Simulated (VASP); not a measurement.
A run of VASP 6.6.1 is set up as follows.

File INCAR:

```
  PREC = Accurate
  ENCUT = 520
  EDIFF = 1E-7
  ISMEAR = -1
  SIGMA = 0.03
  LREAL = False
  LASPH = True
  NELM = 80
  ALGO = Normal
  ISIF = 2
  LWAVE = False
  LCHARG = False
  GGA = PS
  NBANDS = 20
```

Contents of KPOINTS:

```
regular mesh
0
Gamma
  14 14 11
```

Contents of POSCAR:

```
Ga
1.0
    1.4244900000     -4.1472950000      0.0000000000
    1.4244900000      4.1472950000      0.0000000000
   -0.1209735000      0.0000000000      3.3299300000
Ga
2
Direct
    0.8690000000      0.1310000000      0.2500000000
    0.1310000000      0.8690000000      0.7500000000
```

Potentials or basis: VASP PAW PBE potentials, release 64 (Ga_d).

Launch:

```bash
$ cat potpaw_PBE.64/Ga_d/POTCAR > POTCAR
$ mpirun -np 1 vasp_std > vasp.out
```

Q: Estimate the band gap on the k mesh.

A: Zero (bands 13 and 14 overlap by 7.97 eV).

Q: What does it give for the largest force?

A: 0.162 eV/Å.

Q: Estimate the pressure.

A: -4.2 GPa.

Forces on the atoms (eV/Å):
```
Ga   0.000  0.162  0.000
Ga   0.000 -0.162  0.000
```

Caveat: the cell differs from its parent crystal (equal xx and yy strain of +3 %); the cell stands under tension; the PAW data sets were made with another functional, which shifts forces and pressure a little.
